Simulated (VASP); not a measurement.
Input of a VASP 6.6.1 run:

File INCAR:

```
  PREC = Accurate
  ENCUT = 400
  EDIFF = 1E-8
  ISMEAR = -1
  SIGMA = 0.02
  LREAL = F
  LASPH = T
  NELM = 120
  ALGO = Normal
  ISIF = 2
  LWAVE = F
  LCHARG = F
  GGA = PE
  LEFG = T
  NBANDS = 17
  GGA_COMPAT = F
```

File KPOINTS:

```
regular mesh
0
Gamma
  8 8 8
```

The input POSCAR:

```
TlCl
1.0
    3.8656873874      0.0000000000      0.0000000000
    0.0000000000      3.8656873874      0.0000000000
    0.0000000000      0.0000000000      3.8656873874
Tl Cl
1 1
Direct
    0.0000000000      0.0000000000      0.0000000000
    0.5000000000      0.5000000000      0.5000000000
```

Potentials or basis: VASP PAW PBE potentials, release 64 (Tl_d, Cl).

Run with:

```sh
$ cat potpaw_PBE.64/Tl_d/POTCAR potpaw_PBE.64/Cl/POTCAR > POTCAR
$ mpirun -np 1 vasp_std > vasp.out
```

(1) Estimate the band gap on the k mesh.

(2) Estimate the pressure.

Results:

(1) 2.14 eV.

(2) 0.5 GPa.

Caveat: spin-orbit coupling is left out, which moves the levels of the heavy elements.
